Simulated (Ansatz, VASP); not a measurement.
**One calculation of ZnSe, two programs**

File POSCAR:

```
ZnSe
1.0
    0.0000000000      2.8324206848      2.8324206848
    2.8324206848      0.0000000000      2.8324206848
    2.8324206848      2.8324206848      0.0000000000
Zn Se
1 1
Direct
    0.0000000000      0.0000000000      0.0000000000
    0.2500000000      0.2500000000      0.2500000000
```

INCAR.step1

```
PREC = Accurate ; ENCUT = 520
ISMEAR = 0 ; SIGMA = 0.01
LREAL = F ; LASPH = T
NELM = 80 ; NBANDS = 16
GGA = PE ; ALGO = Normal
EDIFF = 1E-4 ; LWAVE = T
LCHARG = F
```

The input INCAR.step2:

```
PREC = Accurate ; ENCUT = 520
EDIFF = 1E-6 ; ISMEAR = 0
SIGMA = 0.01 ; LREAL = F
LASPH = T ; NELM = 80
ALGO = Normal ; ISIF = 2
LWAVE = F ; LCHARG = F
METAGGA = R2SCAN ; LMIXTAU = T
NBANDS = 16 ; ISTART = 1
```

KPOINTS

```
Automatic mesh
0
Gamma
  8 8 8
```

Input for Ansatz:

```yaml
crystal:
  lattice:
    - [0.0, 2.8324206848, 2.8324206848]
    - [2.8324206848, 0.0, 2.8324206848]
    - [2.8324206848, 2.8324206848, 0.0]
  atoms:
    - { symbol: Zn, position: [0.0, 0.0, 0.0] }
    - { symbol: Se, position: [0.25, 0.25, 0.25] }
kpoints:
  mp_grid: { grid: [8, 8, 8] }
  band_path:
    path:
      - [0.0, 0.0, 0.0]
      - [-0.5, -0.5, 0.0]
      - [-0.375, -0.375, 0.25]
      - [-0.375, 0.0, 0.375]
      - [0.0, 0.0, 0.5]
      - [-0.5, -0.25, 0.25]
    npoints: 1
hamiltonian:
  xc: r2scan
scf:
  occupations: { method: fixed }
  n_extra_bands: 4
output:
  forces: true
  stress: true
  eigenvalues: true
```

Alike in both runs: task single point; functional r2SCAN; k mesh 8 × 8 × 8; no spin polarisation.

```csv
,VASP,Ansatz
version,VASP 6.6.1,Ansatz 0.2.0
potentials or method,"VASP PAW PBE potentials, release 64 (Zn, Se)","plane waves, PAW"
plane-wave cutoff (eV),520,500
occupations,"gaussian, width 0.01 eV",fixed
valence electrons in the cell,18,28
```

|  | VASP | Ansatz | Ansatz less VASP |
| --- | --- | --- | --- |
| gap on the k mesh at the Fermi level (eV) | 1.87 | 1.87 | -0.004 |
| pressure (GPa) | 0.1 | 0.0 | -0.10 |

VASP's potentials were made for PBE, not for r2SCAN. VASP's potentials hold 18 valence electrons a cell and Ansatz's 28, so a difference there can come from the potentials and not from the codes.
